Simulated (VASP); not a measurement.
A run of VASP 6.6.1 is set up as follows.

INCAR

```
SYSTEM = MnS
ALGO     = Normal         ! electronic algorithm
EDIFF    = 1E-6           ! SCF threshold, eV
ENCUT    = 600            ! plane-wave cutoff, eV
GGA      = PS             ! functional
GGA_COMPAT= .False.      
ISIF     = 2              ! what is computed and relaxed
ISMEAR   = -1             ! smearing method
ISPIN    = 2              ! spin polarisation
LASPH    = .True.         ! aspherical terms in the spheres
LCHARG   = .False.        ! write CHGCAR
LMAXMIX  = 4              ! l up to which the mixer works
LORBIT   = 11             ! projections on sites
LREAL    = .False.        ! projectors in reciprocal space
LWAVE    = .False.        ! write WAVECAR
MAGMOM   = 2 0            ! initial moments
NBANDS   = 22             ! bands
NELM     = 200            ! most SCF steps
NUPDOWN  = 2.0            ! fixed moment
PREC     = Accurate       ! precision mode
SIGMA    = 0.05           ! smearing width, eV
```

The input KPOINTS:

```
k-points
0
Gamma
  7 7 7
  0 0 0
```

The input POSCAR:

```
MnS
1.0
    0.0000000000      2.6045000000      2.6045000000
    2.6045000000      0.0000000000      2.6045000000
    2.6045000000      2.6045000000      0.0000000000
Mn S
1 1
Direct
    0.0000000000      0.0000000000      0.0000000000
    0.5000000000      0.5000000000      0.5000000000
```

Potentials or basis: VASP PAW PBE potentials, release 64 (Mn_sv, S).

Command:

```sh
$ cat potpaw_PBE.64/Mn_sv/POTCAR potpaw_PBE.64/S/POTCAR > POTCAR
$ mpirun -np 1 vasp_std > vasp.out
```

(1) What does it give for the pressure?

Answers

(1) -25.2 GPa.

Caveat: the PAW data sets were made with another functional, which shifts forces and pressure a little; the total moment is fixed, so each spin has its own Fermi level; a cell with one magnetic atom can't hold antiferromagnetic order, which such compounds often take.
